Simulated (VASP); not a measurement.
Write the native input for VASP 6.6.1 that does the following.

```
Task                   : single point
Functional             : PBE
Potentials or basis    : VASP PAW PBE potentials, release 64 (O, H, F)
Cutoff                 : 520 eV
k mesh                 : 1 × 1 × 1
Occupations            : fermi-dirac, width 0.02 eV
Spin                   : no spin polarisation
Dipole correction      : no
Further INCAR settings : LREAL = Auto; ALGO = Normal; EDIFF = 1e-06; NBANDS = 66
```

The structure of H21O10F lies in POSCAR:

```
H21O10F
1.0
    7.5723370000      0.0000000000      0.0000000000
    0.0000000000      7.5723370000      0.0000000000
    0.0000000000      0.0000000000      7.5723370000
O H F
10 21 1
Direct
    0.0811770527      0.6769508541      0.2721220675
    0.6065366610      0.1335915187      0.6781393908
    0.5053525748      0.5425273598      0.9082797028
    0.7695774765      0.7032967497      0.1706870679
    0.1016330890      0.2963285971      1.0889636845
    0.3072235163      0.8974772253      0.6927583915
    0.5491699590      0.6060612463      0.4124750391
    1.0114975073      0.4625124318      0.7717300485
    0.4224059230      0.2856977971      0.2135404169
    0.9701760500      0.0282871721      0.9098115945
   -0.0424967880      0.6753397267      0.2221374986
    0.1222475967      0.5662320628      0.2344982797
    0.5879690774      0.2666019751      0.6638241272
    0.4910505172      0.0643394503      0.6597170728
    0.4572564586      0.6420607007      0.8425140086
    0.4541266454      0.5020774960      1.0118540683
    0.7140464034      0.6463262266      0.0688030657
    0.6984105435      0.6564419941      0.2750669972
    0.0644979218      0.3714705249      0.9850459640
    0.0435532650      0.1851740090      1.0540075013
    0.1984460015      0.9562965832      0.7481838170
    0.2707090295      0.8804151215      0.5733896946
    0.4827571726      0.7051059666      0.3666107306
    0.4961480188      0.4909448695      0.3696877199
    1.0538754416      0.5820924240      0.7575204326
    0.9997706124      0.4063738843      0.6481750614
    0.3002771800      0.2785401653      0.1734999380
    0.4928993519      0.1690759405      0.1978649392
    0.8736536686      0.0849011342      0.8477699817
    0.9061139249     -0.0616454339      0.9863929722
    0.2141082733      0.8076238551      0.2646078747
    0.3050841504      0.8919307210      0.3164808962
```

One way to write it, as run:

INCAR

```
PREC = Accurate
ENCUT = 520
EDIFF = 1E-6
ISMEAR = -1
SIGMA = 0.02
LREAL = Auto
LASPH = True
NELM = 120
ALGO = Normal
ISIF = 2
LWAVE = False
LCHARG = True
GGA = PE
LELF = True
LVHAR = True
NBANDS = 66
GGA_COMPAT = False
```

KPOINTS

```
regular mesh
0
Gamma
  1 1 1
```

Potentials or basis: VASP PAW PBE potentials, release 64 (O, H, F).

The run is started by

```bash
$ cat potpaw_PBE.64/O/POTCAR potpaw_PBE.64/H/POTCAR potpaw_PBE.64/F/POTCAR > POTCAR
$ mpirun -np 1 vasp_gam > vasp.out
```

Results of the run:

* Pressure: -1.0 GPa
* Largest force: 3.656 eV/Å
* Band gap on the k mesh: 3.98 eV

Caveat: the k points lie up to 0.83 Å⁻¹ apart.

It took 43 s on 1 thread of Intel(R) Xeon(R) 6975P-C (Granite Rapids), on a shared host, peak memory 0.38 GiB.
